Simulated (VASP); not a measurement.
Write the native input for VASP 6.6.1 that does the following.

- Task: single point
- Functional: PBE
- Potentials or basis: VASP PAW PBE potentials, release 64 (Sn_d)
- Cutoff: 520 eV
- k mesh: 1 × 1 × 1, shifted
- Occupations: fermi-dirac, width 0.0776 eV
- Spin: no spin polarisation
- Dipole correction: no
- Further INCAR settings: LREAL = Auto; ALGO = Normal; EDIFF = 1e-06; NBANDS = 126; ISYM = 0

The structure of Sn lies in POSCAR:

```
Sn
1.0
    8.0559810000     -0.0553090000     -0.5100630000
   -0.0553090000      7.8193870000     -0.2139990000
   -0.5100630000     -0.2139990000      7.9971090000
Sn
16
Direct
    0.0819101027      0.2574873683      0.4511890925
    1.0403727579      0.3295295918      0.7960197433
    0.5608360655      0.2767750952      0.4140734257
    0.8270403108      0.6865982071      0.8144071804
    0.9287872820      0.7922161036      0.2174496410
    0.4779393527      0.7961126745      0.9108956119
    0.0592502479      0.9789226043      0.7938757390
    0.5824880112      0.8060156278      0.4410875381
    0.3359142627      0.2110174436      0.0801170721
    0.2320098539      0.9513315526      0.3436433895
    0.5466774378      0.1841106965      0.7748475654
    0.3299224599      0.5137211788      0.7041809807
    0.8714922545      0.1673732315      0.1284151133
    0.8451027181      0.5408623987      0.4450330288
    0.5642847184      0.5492191817      0.1688246480
    0.2226685807      0.5498675382      0.2417745097
```

The input as run:

INCAR

```
SYSTEM = Sn
ALGO = Normal ; EDIFF = 1E-6
ENCUT = 520 ; GGA = PE
ISIF = 2 ; ISMEAR = -1
ISYM = 0 ; LASPH = .True.
LCHARG = .False. ; LREAL = Auto
LWAVE = .False. ; NBANDS = 126
NELM = 60 ; PREC = Accurate
SIGMA = 0.0776
```

KPOINTS

```
Automatic mesh
0
Gamma
  1 1 1
  0.25 0.25 0.25
```

Potentials or basis: VASP PAW PBE potentials, release 64 (Sn_d).

Launch:

```bash
$ cat potpaw_PBE.64/Sn_d/POTCAR > POTCAR
$ mpirun -np 1 vasp_std > vasp.out
```

Results of the run:

The pressure is 2.8 GPa, the largest force is 1.908 eV/Å and the band gap on the k mesh is 0.37 eV.

Caveat: the k points lie up to 0.80 Å⁻¹ apart; spin-orbit coupling is left out, which moves the levels of the heavy elements.

It took 6.1 min on 1 thread of AMD EPYC 7R13, with other jobs on the host, peak memory 0.43 GiB.
